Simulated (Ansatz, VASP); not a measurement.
One calculation of MgSi2N2, two programs

```
CELL_PARAMETERS angstrom
4.31123 0.00000 0.00000
-2.15562 3.73364 0.00000
0.00000 0.00000 3.65087
ATOMIC_POSITIONS crystal
Mg 0.00000 0.00000 0.00000
Si 0.33333 0.66667 0.50000
Si 0.66667 0.33333 0.50000
N 0.33333 0.66667 0.00000
N 0.66667 0.33333 0.00000
```

Alike in both runs: task relaxation of cell and atoms; functional PBE; k mesh 6 × 6 × 6; occupations gaussian, width 0.1 eV; no spin polarisation.

|  | VASP | Ansatz |
| --- | --- | --- |
| version | VASP 6.6.1 | Ansatz 0.2.0 |
| potentials or method | VASP PAW PBE potentials, release 64 (Mg_sv, Si, N), cutoff 750 eV | scalar-relativistic, plane waves, PAW |
| valence electrons in the cell | 28 | 28 |

|  | VASP | Ansatz | Ansatz less VASP |
| --- | --- | --- | --- |
| gap on the k mesh at the Fermi level, each at its own relaxed structure (eV) | none | none | - |
| relaxed volume (Å³/atom) | 12.47 | 12.52 | +0.046 |
| relaxed cell length with the largest relative difference (Å) | 4.585 | 4.594 | +0.0085 |

A gap of «none» marks a metal or a gap that the smearing closes.
